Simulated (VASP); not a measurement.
Set up this calculation in VASP 6.6.1, as the native input.

```yaml
Task: single point
Functional: LDA
Potentials_or_basis: VASP PAW LDA potentials, release 64 (Zr_sv)
Cutoff: 520 eV
k_mesh: 14 × 14 × 14
Occupations: fermi-dirac, width 0.1 eV
Spin: no spin polarisation
Dipole_correction: no
Further_INCAR_settings: ALGO = Normal; EDIFF = 1e-06; NBANDS = 12
```

The structure of Zr lies in POSCAR:

```
Zr
1.0
    0.0000000000      2.1485355772      2.1485355772
    2.1485355772      0.0000000000      2.1485355772
    2.1485355772      2.1485355772      0.0000000000
Zr
1
Direct
    0.0000000000      0.0000000000      0.0000000000
```

This cell differs from its parent crystal: volume scaled by 0.92.

The input as run:

INCAR

```
SYSTEM = Zr
PREC     = Accurate       ! precision mode
ENCUT    = 520            ! plane-wave cutoff, eV
EDIFF    = 1E-6           ! SCF threshold, eV
ISMEAR   = -1             ! smearing method
SIGMA    = 0.1            ! smearing width, eV
LREAL    = .FALSE.        ! projectors in reciprocal space
LASPH    = .TRUE.         ! aspherical terms in the spheres
NELM     = 80             ! most SCF steps
ALGO     = Normal         ! electronic algorithm
ISIF     = 2              ! what is computed and relaxed
LWAVE    = .FALSE.        ! write WAVECAR
LCHARG   = .TRUE.         ! write CHGCAR
LELF     = .TRUE.         ! ELF
LVHAR    = .TRUE.       
NBANDS   = 12             ! bands
```

KPOINTS

```
regular mesh
0
G
  14 14 14
  0 0 0
```

Potentials or basis: VASP PAW LDA potentials, release 64 (Zr_sv).

Command:

```console
$ cat potpaw_LDA.64/Zr_sv/POTCAR > POTCAR
$ mpirun -np 1 vasp_std > vasp.out
```

Results of the run:

```yaml
Pressure: 10.0 GPa
Band_gap_on_the_k_mesh: zero (band 6 reaches 11.56 eV, above the bottom of band 7 at 9.87 eV)
```

It took 11 s on 1 thread of AMD EPYC 9R45 96-Core Processor (Zen 5), on a shared host, peak memory 0.11 GiB.
